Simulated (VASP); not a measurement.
A run of VASP 6.6.1 is set up as follows.

The input INCAR:

```
PREC = Accurate
ENCUT = 500
EDIFF = 1E-6
ISMEAR = -1
SIGMA = 0.02
LREAL = False
LASPH = True
NELM = 120
ALGO = Normal
ISIF = 2
LWAVE = False
LCHARG = False
GGA = PE
NBANDS = 15
GGA_COMPAT = False
```

File KPOINTS:

```
regular mesh
0
Gamma
  6 6 6
```

POSCAR

```
RbCl
1.0
   -0.0220387521      3.2837740701      3.2837740701
    3.2837740701     -0.0220387521      3.2837740701
    3.2837740701      3.2837740701     -0.0220387521
Rb Cl
1 1
Direct
    0.0000000000      0.0000000000      0.0000000000
    0.5000000000      0.5000000000      0.5000000000
```

Potentials or basis: VASP PAW PBE potentials, release 64 (Rb_sv, Cl).

Launch:

```sh
$ cat potpaw_PBE.64/Rb_sv/POTCAR potpaw_PBE.64/Cl/POTCAR > POTCAR
$ mpirun -np 1 vasp_std > vasp.out
```

(1) Estimate the pressure.

(2) Estimate the band gap on the k mesh.

Results:

(1) 0.8 GPa.

(2) 4.98 eV.

Caveat: the cell differs from its parent crystal (strain along [111] -1.0%).
